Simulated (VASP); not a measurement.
Wanted: the native input for a VASP 6.6.1 run.

* Task: single point
* Functional: LDA
* Potentials or basis: VASP PAW LDA potentials, release 64 (In_d, P)
* Cutoff: 520 eV
* k mesh: 8 × 8 × 8
* Occupations: fermi-dirac, width 0.05 eV
* Spin: no spin polarisation
* Dipole correction: no
* Further INCAR settings: ALGO = Normal; EDIFF = 1e-07; NBANDS = 16

The structure of InP lies in POSCAR:

```
InP
1.0
    0.0000000000      2.7871711834      2.7871711834
    2.7871711834      0.0000000000      2.7871711834
    2.7871711834      2.7871711834      0.0000000000
In P
1 1
Direct
    0.0000000000      0.0000000000      0.0000000000
    0.5000000000      0.5000000000      0.5000000000
```

This cell differs from its parent crystal: volume scaled by 1.02.

These files were run (other wordings do the same):

INCAR

```
SYSTEM = InP
PREC = Accurate
ENCUT = 520
EDIFF = 1E-7
ISMEAR = -1
SIGMA = 0.05
LREAL = .FALSE.
LASPH = .TRUE.
NELM = 80
ALGO = Normal
ISIF = 2
LWAVE = .FALSE.
LCHARG = .FALSE.
NBANDS = 16
```

KPOINTS

```
regular mesh
0
G
  8 8 8
  0 0 0
```

Potentials or basis: VASP PAW LDA potentials, release 64 (In_d, P).

Run with:

```console
$ cat potpaw_LDA.64/In_d/POTCAR potpaw_LDA.64/P/POTCAR > POTCAR
$ mpirun -np 1 vasp_std > vasp.out
```

It gave:

The pressure is -6.3 GPa and the band gap on the k mesh is zero (band 9 reaches 6.92 eV, above the bottom of band 10 at 4.34 eV).

Caveat: spin-orbit coupling is left out, which moves the levels of the heavy elements.

It took 17 s on 1 thread of Intel Xeon 6975P-C, with other jobs on the host, peak memory 0.16 GiB.
